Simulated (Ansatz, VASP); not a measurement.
## Two plane-wave programs on Sn3PbS4

```
Sn Pb S
1.0
     5.89457    0.00000    0.00000
     0.00000    5.89457    0.00000
     0.00000    0.00000    5.89457
Sn Pb S
3 1 4
Direct
  0.00000 0.50000 0.50000
  0.50000 0.50000 0.00000
  0.50000 0.00000 0.50000
  0.00000 0.00000 0.00000
  0.50000 0.00000 0.00000
  0.00000 0.00000 0.50000
  0.50000 0.50000 0.50000
  0.00000 0.50000 0.00000
```

Alike in both runs: task single point; functional PBE; k mesh 4 × 4 × 4; occupations gaussian, width 0.1 eV; no spin polarisation.

```csv
,VASP,Ansatz
version,VASP 6.6.1,Ansatz 0.2.0
potentials or method,"VASP PAW PBE potentials, release 64 (Sn_d, Pb_d, S), cutoff 520 eV","scalar-relativistic, plane waves, PAW"
valence electrons in the cell,80,80
```

```tsv
	VASP	Ansatz	Ansatz less VASP
gap on the k mesh at the Fermi level (eV)	none	none	-
pressure (GPa)	-0.2	-0.1	+0.06
```

A gap of «none» marks a metal or a gap that the smearing closes. The functional is the same, so the differences come from potentials, cutoffs and numerics.

Neither program's run includes spin-orbit coupling.
